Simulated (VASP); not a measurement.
Li2Pd: single point with LDA

The system is Li2Pd.

```xyz
3
Lattice="4.2267 0.0211 0.0211 -2.0950 3.6499 0.0077 0.0137 0.0137 2.7319" Properties=species:S:1:pos:R:3 pbc="T T T"
Li    0.0190    2.4471    1.3782
Li    2.1263    1.2375    1.3826
Pd    0.0000    0.0000    0.0000
```

This cell differs from its parent crystal: equal xy, yz and zx shear strains of +1 %.

```yaml
Program: VASP 6.6.1
Task: single point
Functional: LDA
Potentials_or_basis: VASP PAW LDA potentials, release 64 (Li_sv, Pd)
Cutoff: 520 eV
k_mesh: 11 × 11 × 15
Occupations: fermi-dirac, width 0.08 eV
Spin: no spin polarisation
Dipole_correction: no
Further_INCAR_settings: ALGO = Normal; EDIFF = 1e-07; NBANDS = 15
```

```yaml
Largest_force: 0.025 eV/Å
Band_gap_on_the_k_mesh: zero (bands 8 and 9 overlap by 2.31 eV)
```

Forces on the atoms (eV/Å):
```
Li  -0.025  0.000  0.000
Li   0.025  0.000  0.000
Pd   0.000  0.000  0.000
```

Levels at points of the mesh, in eV from the Fermi level:
| k point | band 6 | band 7 | band 8 | band 9 | band 10 | band 11 |
| --- | --- | --- | --- | --- | --- | --- |
| (0.00, 0.00, 0.00) | -2.88 | -1.07 | -1.07 | 4.11 | 4.20 | 5.51 |

It took 2.5 min on 1 thread of Intel(R) Xeon(R) 6975P-C (Granite Rapids) (shared host), peak memory 0.59 GiB.

Caveat: the cell differs from its parent crystal (equal xy, yz and zx shear strains of +1 %).
